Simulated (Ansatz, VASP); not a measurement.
**TiO2: VASP beside Ansatz**

The input INCAR:

```
SYSTEM = TiO2
PREC = Accurate
ENCUT = 520
EDIFF = 1E-6
ISMEAR = 0
SIGMA = 0.01
LREAL = .False.
LASPH = .True.
NELM = 60
ALGO = Normal
ISIF = 2
LWAVE = .False.
LCHARG = .True.
GGA = B5
ALDAX = 1.0
AGGAX = 1.0
AGGAC = 1.0
ALDAC = 0.0
LELF = .True.
LVHAR = .True.
NBANDS = 33
```

The input KPOINTS:

```
regular mesh
0
Gamma
  6 6 6
  0 0 0
```

POSCAR

```
TiO2
1.0
    2.7060340000     -2.7066550000      0.0000000000
    2.7060340000      2.7066550000      0.0000000000
   -2.6335310000      0.0000000000      4.7966370000
Ti O
2 4
Direct
    0.1341100000      0.8658900000      0.2500000000
    0.8658900000      0.1341100000      0.7500000000
    0.3312210000      0.0887550000      0.6671490000
    0.6687790000      0.9112450000      0.3328510000
    0.9112450000      0.6687790000      0.8328510000
    0.0887550000      0.3312210000      0.1671490000
```

Input for Ansatz:

```yaml
crystal:
  lattice:
    - [2.706034, -2.706655, 0.0]
    - [2.706034, 2.706655, 0.0]
    - [-2.633531, 0.0, 4.796637]
  atoms:
    - { symbol: Ti, position: [0.13410999999999998, 0.86589, 0.25] }
    - { symbol: Ti, position: [0.86589, 0.13411000000000006, 0.75] }
    - { symbol: O, position: [0.331221, 0.08875499999999997, 0.667149] }
    - { symbol: O, position: [0.6687789999999999, 0.9112449999999999, 0.332851] }
    - { symbol: O, position: [0.9112450000000001, 0.6687790000000001, 0.832851] }
    - { symbol: O, position: [0.08875499999999999, 0.331221, 0.167149] }
basis:
  ecutwfc: 450.0
kpoints:
  mp_grid:
    grid: [6, 6, 6]
hamiltonian:
  xc: blyp
scf:
  convergence:
    dr2_threshold: 1.0e-09
  occupations:
    method: fixed
output:
  forces: true
  stress: true
```

Alike in both runs: task single point; functional BLYP; k mesh 6 × 6 × 6; no spin polarisation.

```csv
,VASP,Ansatz
version,VASP 6.6.1,Ansatz 0.2.0
potentials or method,"VASP PAW PBE potentials, release 64 (Ti_sv, O), cutoff 520 eV","plane waves, PAW"
occupations,"gaussian, width 0.01 eV",fixed
valence electrons in the cell,48,48
```

VASP gave:

| Property | Result |
| --- | --- |
| pressure (GPa) | 4.0 |
| traceless stress, the component that is largest in VASP (GPa) | 0.81 |
| rms of the force components (eV/Å) | 0.031 |

Task: Estimate Ansatz's values.

Result: Pressure (GPa): 3.0; traceless stress, the component that is largest in VASP (GPa): 0.83; rms of the force components (eV/Å): 0.031.

VASP's potentials were made for PBE, not for BLYP. Atom by atom the forces differ by 0.018 eV/Å (rms over components). Ansatz's warnings: stress scf threshold loose.
